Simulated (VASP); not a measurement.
# TaF3 (Pm-3m) in VASP: further runs

TaF3 is run at these levels: PBEsol-based global hybrid with 25 % exact exchange, PBE+U; tasks: single point, relaxation of cell and atoms.

All numbers are computed with VASP 6.6.1; they aren't measurements. Logs are shortened: lines on timing, memory, paths and dates and some standing lists are left out, and cuts for length are marked.

### 1 The cell of the first run

The structure is cubic, space group Pm-3m (No. 221). The conventional cell has a = 3.901 Å, b = 3.901 Å, c = 3.901 Å, α = 90.00°, β = 90.00°, γ = 90.00°. Within 2.6 Å of Ta (site symmetry m-3m) lie 6 F at 1.95 Å. F (site symmetry 4/mmm) has 2 Ta at 1.95 Å within 2.6 Å.

### 2 Single point, PBEsol-based global hybrid with 25 % exact exchange

POSCAR reads:

```
TaF3
1.0
    3.9012000000      0.0000000000      0.0000000000
    0.0000000000      3.9012000000      0.0000000000
    0.0000000000      0.0000000000      3.9012000000
Ta F
1 3
Direct
    0.0000000000      0.0000000000      0.0000000000
    0.0000000000      0.0000000000      0.5000000000
    0.0000000000      0.5000000000      0.0000000000
    0.5000000000      0.0000000000      0.0000000000
```

INCAR.step1 reads:

```
PREC = Accurate ; ENCUT = 520
EDIFF = 1E-5 ; ISMEAR = -1
SIGMA = 0.05 ; LREAL = F
LASPH = T ; NELM = 60
ALGO = Normal ; ISIF = 2
LWAVE = T ; GGA = PE
NBANDS = 24
```

INCAR.step2 reads:

```
PREC = Accurate ; ENCUT = 520
EDIFF = 1E-7 ; ISMEAR = -1
SIGMA = 0.05 ; LREAL = F
LASPH = T ; NELM = 60
ALGO = Normal ; ISIF = 2
LWAVE = F ; LCHARG = T
GGA = PS ; LHFCALC = T
AEXX = 0.25 ; PRECFOCK = Normal
LELF = T ; LVHAR = T
ISTART = 1 ; NBANDS = 24
```

KPOINTS reads:

```
regular mesh
0
Gamma
  4 4 4
```

Potentials or basis: VASP PAW PBE potentials, release 64 (Ta_pv, F).

On the command line:

```
$ cat potpaw_PBE.64/Ta_pv/POTCAR potpaw_PBE.64/F/POTCAR > POTCAR
$ cp INCAR.step1 INCAR
$ mpirun -np 1 vasp_std > vasp.out
$ cp INCAR.step2 INCAR
$ mpirun -np 1 vasp_std > vasp.out
```

OUTCAR:

```text
PREC = Accurate
   ENCUT = 520
   EDIFF = 1E-7
   ISMEAR = -1
   LREAL = F
   LASPH = T
   NELM = 60
   ISIF = 2
   GGA = PS
   LHFCALC = T
   AEXX = 0.25
   PRECFOCK = Normal
   ISTART = 1

 ion  position               nearest neighbor table
   1  0.000  0.000  0.000-   2 1.95   3 1.95   4 1.95   2 1.95   3 1.95   4 1.95
   2  0.000  0.000  0.500-   1 1.95   1 1.95
   3  0.000  0.500  0.000-   1 1.95   1 1.95
   4  0.500  0.000  0.000-   1 1.95   1 1.95

  LATTYP: Found a simple cubic cell.
 ALAT       =     3.9012000000

  Lattice vectors:

 A1 = (   3.9012000000,   0.0000000000,   0.0000000000)
 A2 = (   0.0000000000,   3.9012000000,   0.0000000000)
 A3 = (   0.0000000000,   0.0000000000,   3.9012000000)

Analysis of symmetry for initial positions (statically):
=====================================================================
 Subroutine PRICEL returns:
 Original cell was already a primitive cell.

 Routine SETGRP: Setting up the symmetry group for a
 simple cubic supercell.

 Subroutine GETGRP returns: Found 48 space group operations
 (whereof 48 operations were pure point group operations)
 out of a pool of 48 trial point group operations.

The static configuration has the point symmetry O_h .

Analysis of symmetry for dynamics (positions and initial velocities):
=====================================================================
 Subroutine PRICEL returns:
 Original cell was already a primitive cell.

 Routine SETGRP: Setting up the symmetry group for a
 simple cubic supercell.

 Subroutine GETGRP returns: Found 48 space group operations
 (whereof 48 operations were pure point group operations)
 out of a pool of 48 trial point group operations.

The dynamic configuration has the point symmetry O_h .

 Subroutine INISYM returns: Found 48 space group operations
 (whereof 48 operations are pure point group operations),
 and found     1 'primitive' translations

----------------------------------------------------------------------------------------

                                     Primitive cell

  volume of cell :      59.3738

  direct lattice vectors                    reciprocal lattice vectors
     3.901200000  0.000000000  0.000000000     0.256331385  0.000000000  0.000000000
     0.000000000  3.901200000  0.000000000     0.000000000  0.256331385  0.000000000
     0.000000000  0.000000000  3.901200000     0.000000000  0.000000000  0.256331385

  length of vectors
     3.901200000  3.901200000  3.901200000     0.256331385  0.256331385  0.256331385

  position of ions in fractional coordinates (direct lattice)
     0.000000000  0.000000000  0.000000000
     0.000000000  0.000000000  0.500000000
     0.000000000  0.500000000  0.000000000
     0.500000000  0.000000000  0.000000000

  ion indices of the primitive-cell ions
   primitive index   ion index
                 1           1
                 2           2
                 3           3
                 4           4

----------------------------------------------------------------------------------------

 KPOINTS: regular mesh

Automatic generation of k-mesh.
 Grid dimensions read from file:
 generate k-points for:    4    4    4

 Generating k-lattice:

  Cartesian coordinates                     Fractional coordinates (reciprocal lattice)
     0.064082846  0.000000000  0.000000000     0.250000000  0.000000000  0.000000000
     0.000000000  0.064082846  0.000000000     0.000000000  0.250000000  0.000000000
     0.000000000  0.000000000  0.064082846     0.000000000  0.000000000  0.250000000

  Length of vectors
     0.064082846  0.064082846  0.064082846

  Shift w.r.t. Gamma in fractional coordinates (k-lattice)
     0.000000000  0.000000000  0.000000000

 Subroutine IBZKPT returns following result:
 ===========================================

 Found     10 irreducible k-points:

 Following reciprocal coordinates:
            Coordinates               Weight
  0.000000  0.000000  0.000000      1.000000
  0.250000  0.000000  0.000000      6.000000
  0.500000  0.000000  0.000000      3.000000
  0.250000  0.250000  0.000000     12.000000
  0.500000  0.250000  0.000000     12.000000
  0.500000  0.500000  0.000000      3.000000
  0.250000  0.250000  0.250000      8.000000
  0.500000  0.250000  0.250000     12.000000
  0.500000  0.500000  0.250000      6.000000
  0.500000  0.500000  0.500000      1.000000
   k-points           NKPTS =     10   k-points in BZ     NKDIM =     64   number of bands    NBANDS=     24
   number of dos      NEDOS =    301   number of ions     NIONS =      4
   total plane-waves  NPLWV =  27000
   dimension x,y,z NGX =    30 NGY =   30 NGZ =   30
   dimension x,y,z NGXF=    60 NGYF=   60 NGZF=   60
   ions per type =               1   3
   NGX,Y,Z   is equivalent  to a cutoff of  12.78, 12.78, 12.78 a.u.
   NGXF,Y,Z  is equivalent  to a cutoff of  25.57, 25.57, 25.57 a.u.
 SYSTEM =  unknown system
   PREC   = accura    normal or accurate (medium, high low for compatibility)
   ISTART =      1    job   : 0-new  1-cont  2-samecut
   ICHARG =      0    charge: 1-file 2-atom 10-const
   ISPIN  =      1    spin polarized calculation?
   LNONCOLLINEAR =      F non collinear calculations
   LSORBIT =      F    spin-orbit coupling
   LASPH  =      T    aspherical Exc in radial PAW
   ENCUT  =  520.0 eV  38.22 Ry    6.18 a.u.   7.25  7.25  7.25*2*pi/ulx,y,z
   NELM   =     60;   NELMIN=  2; NELMDL=  0     # of ELM steps
   EDIFF  = 0.1E-06   stopping-criterion for ELM
   LREAL  =      F    real-space projection
   EDIFFG = 0.1E-05   stopping-criterion for IOM
   NSW    =      0    number of steps for IOM
   IBRION =     -1    ionic relax: 0-MD 1-quasi-New 2-CG
   NFREE  =      0    steps in history (QN), initial steepest desc. (CG)
   ISIF   =      2    stress and relaxation
   ISYM   =      3    0-nonsym 1-usesym 2-fastsym
   POTIM  = 0.5000    time-step for ionic-motion
   TEBEG  =    0.0;   TEEND  =   0.0 temperature during run
   PSTRESS=    0.0 pullay stress
   NELECT =      32.0000    total number of electrons
   NUPDOWN=      -1.0000    fix difference up-down
   EMIN   =  10.00;   EMAX   =-10.00  energy-range for DOS
   EFERMI =   0.00;   METHOD = LEGACY
   ISMEAR =    -1;   SIGMA  =   0.05  broadening in eV -4-tet -1-fermi 0-gaus
   EFERMI_NEDOS =   21; number of points for ismear=-14 and -15
   IALGO  =     38    algorithm
   IMIX   =      1    mixing-type and parameters
     AMIX     =   0.40;   BMIX     =  1.00
     AMIX_MAG =   1.60;   BMIX_MAG =  1.00
  volume/ion in A,a.u.               =      14.84       100.17
  Fermi-wavevector in a.u.,A,eV,Ry     =   1.332273  2.517631 24.149685  1.774952
  Thomas-Fermi vector in A             =   2.461221
   LORBIT       =      0    0 simple, 1 ext, 2 COOP (PROOUT), +10 PAW based schemes
   GGA     = PS    functional components
   LHFCALC =     T    Hartree Fock is set to
   PRECFOCK=normal    Normal, Fast or Accurate (Low or Medium for compatibility)
   ENCUT4O =  -1.0   cutoff for four orbital integrals eV
   NKREDX  =     1    reduce k-point grid by
   NKREDY  =     1    reduce k-point grid by
   NKREDZ  =     1    reduce k-point grid by
   AEXX    =    0.2500 exact exchange contribution
   HFSCREEN=    0.0000 screening length (either q_TF or 0.3 A-1)
   HFSCREENC=   0.0000 screening length for correlation (either q_TF or 0.3 A-1)
   ENCUTFOCK=  -1.0 apply spherical cutoff to Coloumb kernel
   IVDW    =     0    specifies the selected vdW correction
   LEPSILON=     F    determine dielectric tensor
   LRPA    =     F    only Hartree local field effects (RPA)
 non-spin polarized calculation
  energy-cutoff  :      520.00
  volume of cell :       59.37
 maximum number of plane-waves:      1628
 NGX is ok and might be reduce to    30
  NGX = 24; NGY = 24; NGZ = 24

 number of electron      32.0000001 magnetization

 Free energy of the ion-electron system (eV)
  ---------------------------------------------------
  ext. energy  EPLUGINS =         0.00000000
  ---------------------------------------------------
  free energy    TOTEN  =       -35.37164572 eV

  energy without entropy =      -35.36259563  energy(sigma->0) =      -35.36712067

 E-fermi :   5.2365     XC(G=0):  -7.1846

 val. band max:        4.5149147434   @ k =   0.0000   0.0000   0.0000
 cond. band min:       5.2641948241   @ k =   0.2500   0.2500   0.2500
 fundamental gap:      0.7492800807
 Fermi energy:         5.2365204199

 k-point     1 :       0.0000    0.0000    0.0000
  band No.  band energies     occupation
      1     -35.3243      2.00000
      2     -35.3243      2.00000
      3     -35.3243      2.00000
      4     -27.8545      2.00000
      5     -27.5108      2.00000
      6     -27.5108      2.00000
[... 16 lines left out ...]
     23      14.3661      0.00000
     24      14.9102      0.00000

 k-point     2 :       0.2500    0.0000    0.0000
  band No.  band energies     occupation
      1     -35.5729      2.00000
      2     -35.3239      2.00000
      3     -35.3239      2.00000
      4     -27.7520      2.00000
      5     -27.5083      2.00000
      6     -26.9057      2.00000
[... 16 lines left out ...]
     23      14.8794      0.00000
     24      15.2965      0.00000

 k-point     3 :       0.5000    0.0000    0.0000
  band No.  band energies     occupation
      1     -35.7970      2.00000
      2     -35.3240      2.00000
      3     -35.3239      2.00000
      4     -27.7321      2.00000
      5     -27.5046      2.00000
      6     -26.1913      2.00000
[... 16 lines left out ...]
     23      15.4976      0.00000
     24      16.5170      0.00000

 k-point     4 :       0.2500    0.2500    0.0000
  band No.  band energies     occupation
      1     -35.5746      2.00000
      2     -35.5700      2.00000
      3     -35.3237      2.00000
      4     -27.6386      2.00000
      5     -26.9582      2.00000
      6     -26.8589      2.00000
[... 16 lines left out ...]
     23      12.5218      0.00000
     24      15.4803      0.00000

 k-point     5 :       0.5000    0.2500    0.0000
  band No.  band energies     occupation
      1     -35.7955      2.00000
      2     -35.5706      2.00000
      3     -35.3240      2.00000
      4     -27.6241      2.00000
      5     -26.9061      2.00000
      6     -26.1882      2.00000
[... 16 lines left out ...]
     23      13.6079      0.00000
     24      14.9685      0.00000

 k-point     6 :       0.5000    0.5000    0.0000
  band No.  band energies     occupation
      1     -35.7933      2.00000
      2     -35.7933      2.00000
      3     -35.3246      2.00000
      4     -27.6113      2.00000
      5     -26.1855      2.00000
      6     -26.1855      2.00000
[... 16 lines left out ...]
     23      13.7958      0.00000
     24      13.9476      0.00000

 k-point     7 :       0.2500    0.2500    0.2500
  band No.  band energies     occupation
      1     -35.5763      2.00000
      2     -35.5698      2.00000
      3     -35.5698      2.00000
      4     -27.0350      2.00000
      5     -26.8562      2.00000
      6     -26.8562      2.00000
[... 16 lines left out ...]
     23      12.9471      0.00000
     24      12.9471      0.00000

 k-point     8 :       0.5000    0.2500    0.2500
  band No.  band energies     occupation
      1     -35.7942      2.00000
      2     -35.5729      2.00000
      3     -35.5684      2.00000
      4     -26.9720      2.00000
      5     -26.8529      2.00000
      6     -26.1853      2.00000
[... 16 lines left out ...]
     23      13.0714      0.00000
     24      14.4039      0.00000

 k-point     9 :       0.5000    0.5000    0.2500
  band No.  band energies     occupation
      1     -35.7923      2.00000
      2     -35.7922      2.00000
      3     -35.5696      2.00000
      4     -26.9094      2.00000
      5     -26.1825      2.00000
      6     -26.1825      2.00000
[... 16 lines left out ...]
     23      13.8318      0.00000
     24      13.9493      0.00000

 k-point    10 :       0.5000    0.5000    0.5000
  band No.  band energies     occupation
      1     -35.7905      2.00000
      2     -35.7905      2.00000
      3     -35.7905      2.00000
      4     -26.1793      2.00000
      5     -26.1793      2.00000
      6     -26.1793      2.00000
[... 16 lines left out ...]
     23      13.8702      0.00000
     24      13.8703      0.00000

------------------------ aborting loop because EDIFF is reached ----------------------------------------

  FORCE on cell =-STRESS in cart. coord.  units (eV):
  Direction    XX          YY          ZZ          XY          YZ          ZX
  --------------------------------------------------------------------------------------
  -------------------------------------------------------------------------------------
  Total        6.8694865      6.8694865      6.8694865      0.0000000      0.0000000     -0.0000000
  in kB      185.3703232    185.3703232    185.3703232      0.0000000      0.0000000     -0.0000000
  external PRESSURE =     185.3703232 kB  Pullay stress =       0.0000000 kB

 VOLUME and BASIS-vectors are now :
 -----------------------------------------------------------------------------
  energy-cutoff  :      520.00
  volume of cell :       59.37
      direct lattice vectors                 reciprocal lattice vectors
     3.901200000  0.000000000  0.000000000     0.256331385  0.000000000  0.000000000
     0.000000000  3.901200000  0.000000000     0.000000000  0.256331385  0.000000000
     0.000000000  0.000000000  3.901200000     0.000000000  0.000000000  0.256331385

 POSITION                                       TOTAL-FORCE (eV/Angst)
 -----------------------------------------------------------------------------------
      0.00000      0.00000      0.00000         0.000000      0.000000      0.000000
      0.00000      0.00000      1.95060         0.000000      0.000000      0.000000
      0.00000      1.95060      0.00000         0.000000      0.000000      0.000000
      1.95060      0.00000      0.00000         0.000000      0.000000      0.000000
 -----------------------------------------------------------------------------------
    total drift:                               -0.000002     -0.000002      0.000002

  FREE ENERGIE OF THE ION-ELECTRON SYSTEM (eV)
  ---------------------------------------------------
  free  energy   TOTEN  =       -35.3716457168 eV

  energy  without entropy=      -35.3625956274  energy(sigma->0) =      -35.36712067
```

Run time: 66 min. Hardware: 1 thread of Intel Xeon 8259CL, shared host; peak memory 0.19 GiB.

What came out:

```yaml
Free_energy: -35.3716 eV
Pressure: 18.5 GPa
Band_gap_on_the_k_mesh: zero (bands 16 and 17 overlap by 4.47 eV)
```

Caveat: the k points lie up to 0.40 Å⁻¹ apart, too coarse for converged energies and pressures of a metal; the PAW data sets were made with another functional, which shifts forces and pressure a little; spin-orbit coupling is left out, which moves the levels of the heavy elements.

### 3 Relaxation of cell and atoms, PBE+U

INCAR reads:

```
SYSTEM = TaF3
PREC     = Accurate       ! precision mode
ENCUT    = 700            ! plane-wave cutoff, eV
EDIFF    = 1E-7           ! SCF threshold, eV
ISMEAR   = -1             ! smearing method
SIGMA    = 0.05           ! smearing width, eV
LREAL    = .False.        ! projectors in reciprocal space
LASPH    = .True.         ! aspherical terms in the spheres
NELM     = 200            ! most SCF steps
ALGO     = Normal         ! electronic algorithm
ISIF     = 3              ! what is computed and relaxed
LWAVE    = .False.        ! write WAVECAR
LCHARG   = .False.        ! write CHGCAR
LMAXMIX  = 4              ! l up to which the mixer works
LDAU     = .True.         ! DFT+U
LDAUTYPE = 2            
LDAUL    = 2 -1           ! shell
LDAUU    = 5 0            ! U, eV
LDAUJ    = 0 0          
LDAUPRINT= 1            
GGA      = PE             ! functional
IBRION   = 2              ! ionic algorithm
NSW      = 60             ! ionic steps
EDIFFG   = -0.01          ! ionic threshold
GGA_COMPAT= .False.      
NELMIN   = 4
```

KPOINTS reads:

```
regular mesh
0
Gamma
  7 7 7
  0 0 0
```

POSCAR is that of step 2.

Potentials or basis: VASP PAW PBE potentials, release 64 (Ta_sv_GW, F).

On the command line:

```
$ cat potpaw_PBE.64/Ta_sv_GW/POTCAR potpaw_PBE.64/F/POTCAR > POTCAR
$ mpirun -np 1 vasp_std > vasp.out
```

It took 61 s on 1 thread of Intel Xeon 6975P-C (Granite Rapids), shared host; peak memory 0.23 GiB.

Results (log left out):

| Quantity | Value |
| --- | --- |
| Free energy | -25.0851 eV |
| Relaxed volume | 18.22 Å³/atom |
| Relaxed cell | a = 4.177 Å, b = 4.177 Å, c = 4.177 Å, α = 90.00°, β = 90.00°, γ = 90.00° |
| Space group after relaxing (to 0.1 Å) | Pm-3m (No. 221) |
| Energy gained by relaxing | 277.6 meV/atom |
| Ionic steps | 4 |
| Pressure after relaxing | 0.0 GPa |
| Band gap on the k mesh | zero (bands 17 and 18 overlap by 1.91 eV) |

The path:
```csv
step,energy change (eV),largest force (eV/Å),pressure (GPa),volume (Å³)
1,0.0000,0.0000,31.95,59.37
2,-0.3892,0.0000,-12.28,88.61
3,-1.1100,0.0000,-0.41,73.18
4,-1.1104,0.0000,-0.02,72.88
```

Final structure:
```yaml
crystal:
  lattice:
    - [4.17710, 0.00000, 0.00000]
    - [0.00000, 4.17710, 0.00000]
    - [0.00000, 0.00000, 4.17710]
  atoms:
    - { symbol: Ta, position: [0.00000, 0.00000, 0.00000] }
    - { symbol: F, position: [0.00000, 0.00000, 0.50000] }
    - { symbol: F, position: [0.00000, 0.50000, 0.00000] }
    - { symbol: F, position: [0.50000, 0.00000, 0.00000] }
```

Levels at points of the mesh, in eV from the Fermi level:
```
           k point  band 15  band 16  band 17  band 18  band 19  band 20
(0.00, 0.00, 0.00)    -8.11    -8.11    -0.82    -0.82    -0.82    -0.50
```

Eigenvalues of the final occupation matrices:
| site | spin | trace | eigenvalues |
| --- | --- | --- | --- |
| site 1 d | 1 | 1.07 | 0.12 0.12 0.28 0.28 0.28 |
| site 1 d | 2 | 1.07 | 0.12 0.12 0.28 0.28 0.28 |

Caveat: the volume moved by over 15 % at a fixed basis, so the end points are rough; spin-orbit coupling is left out, which moves the levels of the heavy elements; U without spin polarisation on a metal has little footing.

[end of part 1 of 2]

The gap in the log of VASP goes by the Fermi energy; the results here count the filled bands.